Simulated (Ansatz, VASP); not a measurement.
MgCd2O3: VASP beside Ansatz

INCAR

```
PREC     = Accurate       # precision mode
ENCUT    = 520            # plane-wave cutoff, eV
EDIFF    = 1E-7           # SCF threshold, eV
ISMEAR   = 0              # smearing method
SIGMA    = 0.1            # smearing width, eV
LREAL    = F              # projectors in reciprocal space
LASPH    = T              # aspherical terms in the spheres
NELM     = 60             # most SCF steps
ALGO     = Normal         # electronic algorithm
ISIF     = 2              # what is computed and relaxed
LWAVE    = F              # write WAVECAR
LCHARG   = F              # write CHGCAR
GGA      = PE             # functional
NBANDS   = 31             # bands
```

File KPOINTS:

```
Automatic mesh
0
Gamma
  6 6 2
```

The input POSCAR:

```
MgCd2O3
1.0
    3.5157431900      0.0000000000      0.0000000000
   -1.7578715900      3.0447229100      0.0000000000
    0.0000000000      0.0000000000      8.6117768800
Mg Cd O
1 2 3
Direct
    0.0000000000      0.0000000000      0.5000000000
    0.6666666700      0.3333333300      0.8333333300
    0.3333333300      0.6666666700      0.1666666700
    0.3333333300      0.6666666700      0.6666666700
    0.6666666700      0.3333333300      0.3333333300
    0.0000000000      0.0000000000      0.0000000000
```

Input for Ansatz:

```yaml
crystal:
  lattice:
    - [3.51574319, 0.0, 0.0]
    - [-1.75787159, 3.04472291, 0.0]
    - [0.0, 0.0, 8.61177688]
  atoms:
    - { symbol: Mg, position: [0.0, 0.0, 0.5] }
    - { symbol: Cd, position: [0.66666667, 0.33333333, 0.83333333] }
    - { symbol: Cd, position: [0.33333333, 0.66666667, 0.16666667] }
    - { symbol: O, position: [0.33333333, 0.66666667, 0.66666667] }
    - { symbol: O, position: [0.66666667, 0.33333333, 0.33333333] }
    - { symbol: O, position: [0.0, 0.0, 0.0] }
basis:
  ecutwfc: 420
kpoints:
  mp_grid: { grid: [6, 6, 2] }
hamiltonian:
  xc: pbe
scf:
  occupations: { method: gaussian, width: 0.1 }
  lower_state_search: "off"
output:
  forces: true
  stress: true
  eigenvalues: true
```

Alike in both runs: task single point; functional PBE; k mesh 6 × 6 × 2; occupations gaussian, width 0.1 eV; no spin polarisation.

|  | VASP | Ansatz |
| --- | --- | --- |
| version | VASP 6.6.1 | Ansatz 0.2.0 |
| potentials or method | VASP PAW PBE potentials, release 64 (Mg, Cd, O), cutoff 520 eV | scalar-relativistic, plane waves, PAW |
| valence electrons in the cell | 44 | 68 |

```tsv
	VASP	Ansatz	Ansatz less VASP
gap on the k mesh at the Fermi level (eV)	none	none	-
pressure (GPa)	-16.3	-16.7	-0.31
traceless stress, the component that is largest in VASP (GPa)	-0.20	-0.20	0.000
rms of the force components (eV/Å)	0.333	0.316	-0.0168
```

Atom by atom the forces differ by 0.017 eV/Å (rms over components). A gap of «none» marks a metal or a gap that the smearing closes. With one functional, cell and mesh, what is left measures potentials, basis and numerics. VASP's potentials hold 44 valence electrons a cell and Ansatz's 68, so a difference there can come from the potentials and not from the codes.

The k mesh is coarse, so the values compare programs but aren't converged.
